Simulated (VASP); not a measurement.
# Pb (Fm-3m) in VASP: a series of runs, part 2 of 2

VASP 6.6.1. Earlier steps stand in the parts before.

**3. Relaxation of cell and atoms, PBEsol, target pressure 2 GPa, at which the enthalpy is minimised**

INCAR

```
  PREC = Accurate
  ENCUT = 600
  EDIFF = 1E-7
  ISMEAR = -1
  SIGMA = 0.05
  LREAL = False
  LASPH = True
  NELM = 80
  ALGO = Normal
  ISIF = 3
  LWAVE = False
  LCHARG = False
  GGA = PS
  IBRION = 2
  NSW = 60
  EDIFFG = -0.01
  PSTRESS = 20.0
```

KPOINTS

```
Automatic mesh
0
Gamma
  9 9 9
```

POSCAR

```
Pb
1.0
    0.0000000000      2.4750200000      2.4750200000
    2.4750200000      0.0000000000      2.4750200000
    2.4750200000      2.4750200000      0.0000000000
Pb
1
Direct
    0.0000000000      0.0000000000      0.0000000000
```

Potentials or basis: VASP PAW PBE potentials, release 64 (Pb_d).

Started as:

```sh
$ cat potpaw_PBE.64/Pb_d/POTCAR > POTCAR
$ mpirun -np 1 vasp_std > vasp.out
```

OUTCAR:

```text
PREC = Accurate
   ENCUT = 600
   EDIFF = 1E-7
   ISMEAR = -1
   LREAL = False
   LASPH = True
   NELM = 80
   ISIF = 3
   GGA = PS
   IBRION = 2
   NSW = 60
   EDIFFG = -0.01
   PSTRESS = 20.0

 ion  position               nearest neighbor table
   1  0.000  0.000  0.000-

  LATTYP: Found a face centered cubic cell.
 ALAT       =     4.9500400000

  Lattice vectors:

 A1 = (   0.0000000000,   2.4750200000,   2.4750200000)
 A2 = (   2.4750200000,   0.0000000000,   2.4750200000)
 A3 = (   2.4750200000,   2.4750200000,   0.0000000000)

Analysis of symmetry for initial positions (statically):
[... 5 lines left out ...]
 face centered cubic supercell.

 Subroutine GETGRP returns: Found 48 space group operations
 (whereof 48 operations were pure point group operations)
 out of a pool of 48 trial point group operations.

The static configuration has the point symmetry O_h .

Analysis of symmetry for dynamics (positions and initial velocities):
[... 5 lines left out ...]
 face centered cubic supercell.

 Subroutine GETGRP returns: Found 48 space group operations
 (whereof 48 operations were pure point group operations)
 out of a pool of 48 trial point group operations.

The dynamic configuration has the point symmetry O_h .

 Subroutine INISYM returns: Found 48 space group operations
 (whereof 48 operations are pure point group operations),
 and found     1 'primitive' translations

----------------------------------------------------------------------------------------

                                     Primitive cell

  volume of cell :      30.3226

  direct lattice vectors                    reciprocal lattice vectors
     0.000000000  2.475020000  2.475020000    -0.202018570  0.202018570  0.202018570
     2.475020000  0.000000000  2.475020000     0.202018570 -0.202018570  0.202018570
     2.475020000  2.475020000  0.000000000     0.202018570  0.202018570 -0.202018570

  length of vectors
     3.500206851  3.500206851  3.500206851     0.349906427  0.349906427  0.349906427

  position of ions in fractional coordinates (direct lattice)
     0.000000000  0.000000000  0.000000000

  ion indices of the primitive-cell ions
   primitive index   ion index
                 1           1

----------------------------------------------------------------------------------------

 KPOINTS: Automatic mesh

Automatic generation of k-mesh.
 Grid dimensions read from file:
 generate k-points for:    9    9    9

 Generating k-lattice:

  Cartesian coordinates                     Fractional coordinates (reciprocal lattice)
    -0.022446508  0.022446508  0.022446508     0.111111111  0.000000000  0.000000000
     0.022446508 -0.022446508  0.022446508     0.000000000  0.111111111  0.000000000
     0.022446508  0.022446508 -0.022446508     0.000000000  0.000000000  0.111111111

  Length of vectors
     0.038878492  0.038878492  0.038878492

  Shift w.r.t. Gamma in fractional coordinates (k-lattice)
     0.000000000  0.000000000  0.000000000

 Subroutine IBZKPT returns following result:
 ===========================================

 Found     35 irreducible k-points:

 Following reciprocal coordinates:
            Coordinates               Weight
  0.000000  0.000000  0.000000      1.000000
  0.111111  0.000000  0.000000      8.000000
  0.222222  0.000000  0.000000      8.000000
  0.333333  0.000000  0.000000      8.000000
  0.444444  0.000000  0.000000      8.000000
  0.111111  0.111111  0.000000      6.000000
[... 16 lines left out ...]
 -0.333333  0.333333  0.000000     12.000000
  0.444444  0.444444  0.000000      6.000000
 [... further k-points ...]
   k-points           NKPTS =     35   k-points in BZ     NKDIM =     35   number of bands    NBANDS=     11
   number of dos      NEDOS =    301   number of ions     NIONS =      1
   total plane-waves  NPLWV =  21952
   dimension x,y,z NGX =    28 NGY =   28 NGZ =   28
   dimension x,y,z NGXF=    56 NGYF=   56 NGZF=   56
   ions per type =               1
   NGX,Y,Z   is equivalent  to a cutoff of  13.30, 13.30, 13.30 a.u.
   NGXF,Y,Z  is equivalent  to a cutoff of  26.60, 26.60, 26.60 a.u.
 SYSTEM =  unknown system
   PREC   = accura    normal or accurate (medium, high low for compatibility)
   ISTART =      0    job   : 0-new  1-cont  2-samecut
   ICHARG =      2    charge: 1-file 2-atom 10-const
   ISPIN  =      1    spin polarized calculation?
   LNONCOLLINEAR =      F non collinear calculations
   LSORBIT =      F    spin-orbit coupling
   LASPH  =      T    aspherical Exc in radial PAW
   ENCUT  =  600.0 eV  44.10 Ry    6.64 a.u.   6.99  6.99  6.99*2*pi/ulx,y,z
   NELM   =     80;   NELMIN=  2; NELMDL= -5     # of ELM steps
   EDIFF  = 0.1E-06   stopping-criterion for ELM
   LREAL  =      F    real-space projection
   EDIFFG = -.1E-01   stopping-criterion for IOM
   NSW    =     60    number of steps for IOM
   IBRION =      2    ionic relax: 0-MD 1-quasi-New 2-CG
   NFREE  =      1    steps in history (QN), initial steepest desc. (CG)
   ISIF   =      3    stress and relaxation
   ISYM   =      2    0-nonsym 1-usesym 2-fastsym
   POTIM  = 0.5000    time-step for ionic-motion
   TEBEG  =    0.0;   TEEND  =   0.0 temperature during run
   PSTRESS=   20.0 pullay stress
   NELECT =      14.0000    total number of electrons
   NUPDOWN=      -1.0000    fix difference up-down
   EMIN   =  10.00;   EMAX   =-10.00  energy-range for DOS
   EFERMI =   0.00;   METHOD = LEGACY
   ISMEAR =    -1;   SIGMA  =   0.05  broadening in eV -4-tet -1-fermi 0-gaus
   EFERMI_NEDOS =   21; number of points for ismear=-14 and -15
   IALGO  =     38    algorithm
   IMIX   =      4    mixing-type and parameters
     AMIX     =   0.40;   BMIX     =  1.00
     AMIX_MAG =   1.60;   BMIX_MAG =  1.00
  volume/ion in A,a.u.               =      30.32       204.63
  Fermi-wavevector in a.u.,A,eV,Ry     =   1.265306  2.391081 21.782907  1.600999
  Thomas-Fermi vector in A             =   2.398566
   LORBIT       =      0    0 simple, 1 ext, 2 COOP (PROOUT), +10 PAW based schemes
   GGA     = PS    functional components
   LHFCALC =     F    Hartree Fock is set to
   AEXX    =    0.0000 exact exchange contribution
   IVDW    =     0    specifies the selected vdW correction
   LEPSILON=     F    determine dielectric tensor
   LRPA    =     F    only Hartree local field effects (RPA)
 conjugate gradient relaxation of ions
 non-spin polarized calculation
  energy-cutoff  :      600.00
  volume of cell :       30.32
 maximum number of plane-waves:      1022
   NGX = 13   NGY = 13   NGZ = 13

--------------------------------------- Ionic step        1  -------------------------------------------

 number of electron      13.9999999 magnetization

 Free energy of the ion-electron system (eV)
  ---------------------------------------------------
  ext. energy  EPLUGINS =         0.00000000
  ---------------------------------------------------
  free energy    TOTEN  =        -4.01738415 eV

  energy without entropy =       -4.01428211  energy(sigma->0) =       -4.01583313

------------------------ aborting loop because EDIFF is reached ----------------------------------------

  FORCE on cell =-STRESS in cart. coord.  units (eV):
  Direction    XX          YY          ZZ          XY          YZ          ZX
  --------------------------------------------------------------------------------------
  -------------------------------------------------------------------------------------
  Total       -0.1187519     -0.1187519     -0.1187519     -0.0000000      0.0000000      0.0000000
  in kB       -6.2745841     -6.2745841     -6.2745841     -0.0000000      0.0000000      0.0000000
  external PRESSURE =     -26.2745841 kB  Pullay stress =      20.0000000 kB
[... 59 lines left out ...]
  enthalpy is  TOTEN    =        -3.6485438984 eV   P V=        0.3519240229

--------------------------------------- Ionic step        3  -------------------------------------------

 number of electron      14.0000000 magnetization

 Free energy of the ion-electron system (eV)
  ---------------------------------------------------
  ext. energy  EPLUGINS =         0.00000000
  ---------------------------------------------------
  free energy    TOTEN  =        -4.01166261 eV

  energy without entropy =       -4.00848663  energy(sigma->0) =       -4.01007462

 E-fermi :   7.4887     XC(G=0): -10.5824

 val. band max:        7.4875857994   @ k =  -0.2222   0.3333   0.1111
 cond. band min:       7.7507788946   @ k =   0.3333   0.3333   0.0000
 fundamental gap:      0.2631930952
 Fermi energy:         7.4887056060

 k-point     1 :       0.0000    0.0000    0.0000
  band No.  band energies     occupation
      1      -9.3604      2.00000
      2      -9.3604      2.00000
      3      -9.3604      2.00000
      4      -9.1950      2.00000
      5      -9.1950      2.00000
      6      -4.4489      2.00000
      7      15.4766      0.00000
      8      15.4766      0.00000
      9      15.4766      0.00000
     10      17.4585      0.00000
     11      19.6217      0.00000
[... 309 lines left out ...]
 k-point    24 :       0.4444    0.4444    0.0000
  band No.  band energies     occupation
      1      -9.5491      2.00000
      2      -9.4457      2.00000
      3      -9.0556      2.00000
      4      -9.0115      2.00000
      5      -9.0115      2.00000
      6       0.4982      2.00000
      7       4.8249      2.00000
      8       9.8659      0.00000
      9       9.8659      0.00000
     10      13.2810      0.00000
     11      14.5219      0.00000

 [... further k-points ...]
[... 5 lines left out ...]
  --------------------------------------------------------------------------------------
  -------------------------------------------------------------------------------------
  Total        0.3596794      0.3596794      0.3596794     -0.0000000      0.0000000     -0.0000000
  in kB       19.9716613     19.9716613     19.9716613     -0.0000000      0.0000000     -0.0000000
  external PRESSURE =      -0.0283387 kB  Pullay stress =      20.0000000 kB
[... 16 lines left out ...]
  FREE ENERGIE OF THE ION-ELECTRON SYSTEM (eV)
  ---------------------------------------------------
  free  energy   TOTEN  =        -4.0116626122 eV

  energy  without entropy=       -4.0084866253  energy(sigma->0) =       -4.01007462

  enthalpy is  TOTEN    =        -3.6514728660 eV   P V=        0.3601897462

 reached required accuracy - stopping structural energy minimisation
```

OSZICAR:

```text
N       E                     dE             d eps       ncg     rms          rms(c)
DAV:   1     0.107517578278E+03    0.10752E+03   -0.79360E+03   776   0.165E+03
DAV:   2     0.800128554964E+00   -0.10672E+03   -0.10443E+03   797   0.344E+02
DAV:   3    -0.391299224674E+01   -0.47131E+01   -0.46578E+01   914   0.822E+01
[... 22 lines left out ...]
DAV:   4    -0.401164648868E+01    0.19640E-04   -0.51809E-04   800   0.283E-01    0.256E-02
DAV:   5    -0.401167021149E+01   -0.23723E-04   -0.30130E-04   796   0.164E-01    0.142E-02
DAV:   6    -0.401166203138E+01    0.81801E-05   -0.22418E-05   908   0.956E-02    0.274E-03
DAV:   7    -0.401166263150E+01   -0.60012E-06   -0.22482E-06   850   0.203E-02    0.467E-04
DAV:   8    -0.401166261218E+01    0.19319E-07   -0.30672E-08   508   0.184E-03
   3 F= -.36514729E+01 E0= -.36498849E+01  d E =-.126059E-01
```

CONTCAR:

```text
Pb
   1.00000000000000
    -0.0000000000000000    2.4344114317643211    2.4344114317643211
     2.4344114317643211    0.0000000000000000    2.4344114317643211
     2.4344114317643211    2.4344114317643211    0.0000000000000000
  Pb
     1
Direct
     0.0000000000000000    0.0000000000000000    0.0000000000000000

  0.00000000E+00  0.00000000E+00  0.00000000E+00
```

Wall time 42 s (1 thread of AMD EPYC 7R13, shared host); peak memory 0.14 GiB.

What came out:

```yaml
Free_energy: -4.0117 eV
Relaxed_volume: 28.85 Å³/atom
Relaxed_cell: a = 3.443 Å, b = 3.443 Å, c = 3.443 Å, α = 60.00°, β = 60.00°, γ = 60.00°
Space_group_after_relaxing_to_0.05_Å: Fm-3m (No. 225)
Energy_change_on_relaxing_the_enthalpy_is_what_falls: +5.7 meV/atom
Ionic_steps: 3
Pressure_after_relaxing: 2.0 GPa
Band_gap_on_the_k_mesh: zero (band 7 reaches 15.48 eV, above the bottom of band 8 at 6.01 eV)
```

The path:
| step | energy change (eV) | largest force (eV/Å) | pressure (GPa) | volume (Å³) |
| --- | --- | --- | --- | --- |
| 1 | 0.0000 | 0.0000 | -0.63 | 30.32 |
| 2 | 0.0169 | 0.0000 | 3.46 | 28.19 |
| 3 | 0.0057 | 0.0000 | 2.00 | 28.85 |

Final structure:
```xyz
1
Lattice="0.0000 2.4344 2.4344 2.4344 0.0000 2.4344 2.4344 2.4344 0.0000" Properties=species:S:1:pos:R:3 pbc="T T T"
Pb    0.0000    0.0000    0.0000
```

Caveat: the cell is relaxed towards a set pressure, so the enthalpy falls and the energy may rise; the PAW data sets were made with another functional, which shifts forces and pressure a little; spin-orbit coupling is left out, which moves the levels of the heavy elements.

**4. Relaxation of cell and atoms, PBEsol, target pressure 5 GPa, at which the enthalpy is minimised**

INCAR

```
SYSTEM = Pb
PREC     = Accurate       ! precision mode
ENCUT    = 600            ! plane-wave cutoff, eV
EDIFF    = 1E-6           ! SCF threshold, eV
ISMEAR   = -1             ! smearing method
SIGMA    = 0.05           ! smearing width, eV
LREAL    = .False.        ! projectors in reciprocal space
LASPH    = .True.         ! aspherical terms in the spheres
NELM     = 100            ! most SCF steps
ALGO     = Normal         ! electronic algorithm
ISIF     = 3              ! what is computed and relaxed
LWAVE    = .False.        ! write WAVECAR
LCHARG   = .False.        ! write CHGCAR
GGA      = PS             ! functional
IBRION   = 2              ! ionic algorithm
NSW      = 60             ! ionic steps
EDIFFG   = -0.01          ! ionic threshold
PSTRESS  = 50.0
```

KPOINTS

```
regular mesh
0
Gamma
  9 9 9
  0 0 0
```

POSCAR is that of step 3.

Started as:

```sh
$ cat potpaw_PBE.64/Pb_d/POTCAR > POTCAR
$ mpirun -np 1 vasp_std > vasp.out
```

It took 44 s on 1 thread of AMD EPYC 7R13, shared host; peak memory 0.14 GiB.

Results (log left out):

* Free energy: -3.9843 eV
* Relaxed volume: 27.58 Å³/atom
* Relaxed cell: a = 3.391 Å, b = 3.391 Å, c = 3.391 Å, α = 60.00°, β = 60.00°, γ = 60.00°
* Space group after relaxing (to 0.05 Å): Fm-3m (No. 225)
* Energy change on relaxing (the enthalpy is what falls): +33.1 meV/atom
* Ionic steps: 3
* Pressure after relaxing: 5.0 GPa
* Band gap on the k mesh: zero (band 7 reaches 16.39 eV, above the bottom of band 8 at 6.45 eV)

Step by step:
```csv
step,energy change (eV),largest force (eV/Å),pressure (GPa),volume (Å³)
1,0.0000,0.0000,-0.64,30.32
2,0.1116,0.0000,10.13,25.88
3,0.0331,0.0000,4.96,27.58
```

Final structure:
```cif
data_structure
_symmetry_space_group_name_H-M 'P 1'
_symmetry_Int_Tables_number 1
_cell_length_a 3.3911
_cell_length_b 3.3911
_cell_length_c 3.3911
_cell_angle_alpha 60.000
_cell_angle_beta 60.000
_cell_angle_gamma 60.000
_cell_volume 27.58
loop_
_atom_site_label
_atom_site_type_symbol
_atom_site_fract_x
_atom_site_fract_y
_atom_site_fract_z
_atom_site_occupancy
Pb1 Pb 0.00000 0.00000 0.00000 1
```

Levels at points of the mesh, in eV from the Fermi level:
| k point | band 5 | band 6 | band 7 | band 8 | band 9 | band 10 |
| --- | --- | --- | --- | --- | --- | --- |
| (0.00, 0.00, 0.00) | -16.68 | -12.25 | 8.38 | 8.38 | 8.38 | 10.01 |

Caveat: the cell is relaxed towards a set pressure, so the enthalpy falls and the energy may rise; the PAW data sets were made with another functional, which shifts forces and pressure a little; spin-orbit coupling is left out, which moves the levels of the heavy elements.

**5. Summary**

| cell | gap on the mesh (eV) | pressure (GPa) |
| --- | --- | --- |
| relaxed | none | 0.0 |
| relaxed to 2 GPa | none | 2.0 |
| relaxed to 5 GPa | none | 5.0 |

Alike in all rows: task relaxation of cell and atoms; level PBEsol; potentials or basis VASP PAW PBE potentials, release 64 (Pb_d); no spin polarisation; k mesh 9 × 9 × 9; cutoff (eV) 600; smearing fermi-dirac 0.05 eV.

Caveats: the PAW data sets were made with another functional, which shifts forces and pressure a little; spin-orbit coupling is left out, which moves the levels of the heavy elements; the cell is relaxed towards a set pressure, so the enthalpy falls and the energy may rise (some runs).

Total energies depend on the potentials used, so only differences within one code and one set of settings carry meaning.

**6. How close it comes**

Step 2. The cell as given is a measured one (30.32 Å³/atom); PBEsol puts the equilibrium volume -1.3 % from it, thermal expansion not counted.
